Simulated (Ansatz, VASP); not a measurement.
# One calculation of Ba2C, two programs

```
CELL_PARAMETERS angstrom
0.22625 3.61578 3.61578
3.61578 0.22625 3.61578
3.61578 3.61578 0.22625
ATOMIC_POSITIONS crystal
C 0.00000 0.00000 0.00000
Ba 0.24869 0.24869 0.24869
Ba 0.75131 0.75131 0.75131
```

Change from the starting cell: epitaxial_111 strain -3.3%.

Alike in both runs: task single point; functional r2SCAN; k mesh 6 × 6 × 6; occupations fermi-dirac, width 0.02 eV; no spin polarisation.

|  | VASP | Ansatz |
| --- | --- | --- |
| version | VASP 6.6.1 | Ansatz 0.2.0 |
| potentials or method | VASP PAW PBE potentials, release 64 (C, Ba_sv) | plane waves, PAW |
| plane-wave cutoff (eV) | 520 | 500 |
| valence electrons in the cell | 24 | 24 |

```csv
,VASP,Ansatz,Ansatz less VASP
pressure (GPa),1.8,0.4,-1.37
"traceless stress, the component that is largest in VASP (GPa)",-0.16,-0.18,-0.019
rms of the force components (eV/Å),0.017,0.000,-0.0164
```

VASP's potentials were made for PBE, not for r2SCAN. Atom by atom the forces differ by 0.016 eV/Å (rms over components). The functional is the same, so the differences come from potentials, cutoffs and numerics.

Neither program's run includes spin-orbit coupling.
